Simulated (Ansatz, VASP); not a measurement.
One calculation of Ni, two programs

```
CELL_PARAMETERS angstrom
0.00000 2.50238 2.50238
2.50238 0.00000 2.50238
2.50238 2.50238 0.00000
ATOMIC_POSITIONS crystal
Ni 0.12500 0.12500 0.12500
Ni 0.87500 0.87500 0.87500
```

Alike in both runs: task single point; functional revPBE; k mesh 12 × 12 × 12; occupations fermi-dirac, width 0.05 eV; collinear spin.

|  | VASP | Ansatz |
| --- | --- | --- |
| version | VASP 6.6.1 | Ansatz 0.2.0 |
| potentials or method | VASP PAW PBE potentials, release 64 (Ni), cutoff 520 eV | plane waves (420 eV) with PAW, scalar-relativistic |
| valence electrons in the cell | 20 | 36 |

|  | VASP | Ansatz | Ansatz less VASP |
| --- | --- | --- | --- |
| pressure (GPa) | 8.4 | 8.5 | +0.13 |
| net moment per atom (μB) | 0.78 | 0.79 | +0.014 |
| size of the moment on the site where the two differ most (μB) | 0.78 | 0.83 | +0.051 |

VASP's potentials were made for PBE, not for revPBE. Site moments also hang on the region over which each program counts them. VASP's potentials hold 20 valence electrons a cell and Ansatz's 36, so a difference there can come from the potentials and not from the codes.
